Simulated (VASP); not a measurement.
Here is a VASP 6.6.1 calculation.

File INCAR:

```
PREC = Accurate
ENCUT = 520
EDIFF = 1E-6
ISMEAR = -1
SIGMA = 0.08
LREAL = F
LASPH = T
NELM = 100
ALGO = Normal
ISIF = 2
LWAVE = F
LCHARG = F
GGA = PE
NBANDS = 10
```

KPOINTS

```
regular mesh
0
Gamma
  15 15 15
```

File POSCAR:

```
Li
1.0
   -2.5665877974      2.5665877974      1.3884028155
    2.5665877974     -2.5665877974      1.3884028155
    2.5665877974      2.5665877974     -1.3884028155
Li
2
Direct
   -0.3750000000     -0.1250000000     -0.2500000000
    0.3750000000      0.1250000000      0.2500000000
```

Potentials or basis: VASP PAW PBE potentials, release 64 (Li_sv).

Run with:

```bash
$ cat potpaw_PBE.64/Li_sv/POTCAR > POTCAR
$ mpirun -np 1 vasp_std > vasp.out
```

Problem. Estimate the band gap on the k mesh.

Solution. Zero (band 3 reaches 2.42 eV, above the bottom of band 4 at -0.58 eV).
